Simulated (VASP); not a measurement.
Write the native input for VASP 6.6.1 that does the following.

* Task: single point
* Functional: PBEsol
* Dispersion: D3(BJ)
* Potentials or basis: VASP PAW PBE potentials, release 64 (In_d, Sb)
* Cutoff: 520 eV
* k mesh: 12 × 12 × 12
* Occupations: gaussian, width 0.15 eV
* Spin: no spin polarisation
* Dipole correction: no
* Further INCAR settings: ALGO = Fast; EDIFF = 1e-06; NBANDS = 30

The structure of In3Sb lies in POSCAR:

```
In3Sb
1.0
    4.8985471340      0.0000000000      0.0000000000
    0.0000000000      4.8985471340      0.0000000000
    0.0000000000      0.0000000000      4.1637650639
In Sb
3 1
Direct
    0.5000000000      0.5000000000      0.0000000000
    0.5000000000      0.0000000000      0.5000000000
    0.0000000000      0.5000000000      0.5000000000
    0.0000000000      0.0000000000      0.0000000000
```

This cell differs from its parent crystal: ratio of the length along z to the lengths across it x 0.85, volume and fractional coordinates fixed.

One way to write it, as run:

INCAR

```
PREC = Accurate
ENCUT = 520
EDIFF = 1E-6
ISMEAR = 0
SIGMA = 0.15
LREAL = F
LASPH = T
NELM = 100
ALGO = Fast
ISIF = 2
LWAVE = F
LCHARG = F
GGA = PS
IVDW = 12
NBANDS = 30
```

KPOINTS

```
Automatic mesh
0
Gamma
  12 12 12
```

Potentials or basis: VASP PAW PBE potentials, release 64 (In_d, Sb).

Command:

```sh
$ cat potpaw_PBE.64/In_d/POTCAR potpaw_PBE.64/Sb/POTCAR > POTCAR
$ mpirun -np 1 vasp_std > vasp.out
```

It gave:

```
Pressure                   : -0.3 GPa
Band gap on the k mesh     : zero (band 22 reaches 10.11 eV, above the bottom of band 23 at 4.62 eV)
Dispersion energy per atom : -0.416 eV
```

Caveat: the PAW data sets were made with another functional, which shifts forces and pressure a little; spin-orbit coupling is left out, which moves the levels of the heavy elements; pairwise dispersion overbinds metals, which lowers pressure and volume.

Run time: 3.7 min on 1 thread of Intel(R) Xeon(R) 6975P-C (Granite Rapids) (shared host), peak memory 0.58 GiB.
